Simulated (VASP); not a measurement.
**LiTlS2: single point with PBE**

The system is LiTlS2.

```xyz
4
Lattice="4.0671 0.0000 0.0000 0.0000 4.0671 0.0000 0.0000 0.0000 5.6984" Properties=species:S:1:pos:R:3 pbc="T T T"
Li    0.0000    0.0000    0.0000
S     0.0000    2.0336    1.3084
S     2.0336    0.0000    4.3900
Tl    2.0336    2.0336    2.8492
```

This cell differs from its parent crystal: volume changed by -3%.

```yaml
Program: VASP 6.6.1
Task: single point
Functional: PBE
Potentials_or_basis: VASP PAW PBE potentials, release 64 (Li_sv, S, Tl_d)
Cutoff: 520 eV
k_mesh: 6 × 6 × 4
Occupations: gaussian, width 0.01 eV
Spin: no spin polarisation
Dipole_correction: no
Further_INCAR_settings: ALGO = Normal; EDIFF = 1e-06; NBANDS = 22
```

* Largest force: 0.129 eV/Å
* Band gap on the k mesh: 0.93 eV, direct

Forces on the atoms (eV/Å):
```
Li   0.000  0.000  0.000
S    0.000  0.000 -0.129
S    0.000  0.000  0.129
Tl   0.000  0.000  0.000
```

Levels at points of the mesh, in eV from the valence-band top:
```tsv
k point	band 11	band 12	band 13	band 14	band 15	band 16	band 17	band 18
(0.00, 0.00, 0.00)	-1.69	-0.20	0.00	0.00	0.93	3.73	5.90	6.47
(0.50, 0.00, 0.00)	-2.01	-1.59	-0.94	-0.47	2.64	5.91	5.92	6.90
(0.50, 0.50, 0.00)	-1.89	-1.70	-1.70	-1.10	2.16	3.73	3.73	7.16
(0.00, 0.00, 0.50)	-1.20	-1.20	-0.67	-0.67	2.45	3.96	5.55	7.42
(0.50, 0.00, 0.50)	-0.87	-0.79	-0.54	-0.46	1.34	5.49	6.32	6.73
(0.50, 0.50, 0.50)	-2.04	-2.04	-1.63	-1.45	3.50	5.60	5.60	7.77
```

It took 27 s on 1 thread of AMD EPYC 9R45 96-Core Processor (Zen 5) (shared host), peak memory 0.19 GiB.

Caveat: spin-orbit coupling is left out, which moves the levels of the heavy elements. A k mesh can miss the band edges.
